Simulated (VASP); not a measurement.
Here is a VASP 6.6.1 calculation.

File INCAR:

```
SYSTEM = PbO
PREC     = Accurate       ! precision mode
ENCUT    = 520            ! plane-wave cutoff, eV
EDIFF    = 1E-7           ! SCF threshold, eV
ISMEAR   = 0              ! smearing method
SIGMA    = 0.05           ! smearing width, eV
LREAL    = .FALSE.        ! projectors in reciprocal space
LASPH    = .TRUE.         ! aspherical terms in the spheres
NELM     = 80             ! most SCF steps
ALGO     = Normal         ! electronic algorithm
ISIF     = 2              ! what is computed and relaxed
LWAVE    = .FALSE.        ! write WAVECAR
LCHARG   = .FALSE.        ! write CHGCAR
GGA      = PE             ! functional
IVDW     = 12             ! dispersion correction
NBANDS   = 28             ! bands
```

Contents of KPOINTS:

```
regular mesh
0
G
  8 8 6
  0 0 0
```

POSCAR

```
PbO
1.0
    3.9102855627      0.0000000000      0.0000000000
    0.0000000000      3.9102855627      0.0000000000
    0.0000000000      0.0000000000      5.1880351249
Pb O
2 2
Direct
    0.0000000000      0.5000000000      0.2351000000
    0.5000000000      0.0000000000      0.7649000000
    0.0000000000      0.0000000000      0.0000000000
    0.5000000000      0.5000000000      0.0000000000
```

Potentials or basis: VASP PAW PBE potentials, release 64 (Pb_d, O).

Command:

```console
$ cat potpaw_PBE.64/Pb_d/POTCAR potpaw_PBE.64/O/POTCAR > POTCAR
$ mpirun -np 1 vasp_std > vasp.out
```

Predict the band gap on the k mesh.

1.12 eV (least direct gap 2.19 eV).

What does it give for the dispersion energy per atom?

-0.239 eV.

Stress tensor (GPa, compression positive):
```
4.57 0.00 0.00
0.00 4.57 0.00
0.00 0.00 1.30
```

Caveat: the cell stands under pressure; spin-orbit coupling is left out, which moves the levels of the heavy elements. A k mesh can miss the band edges.
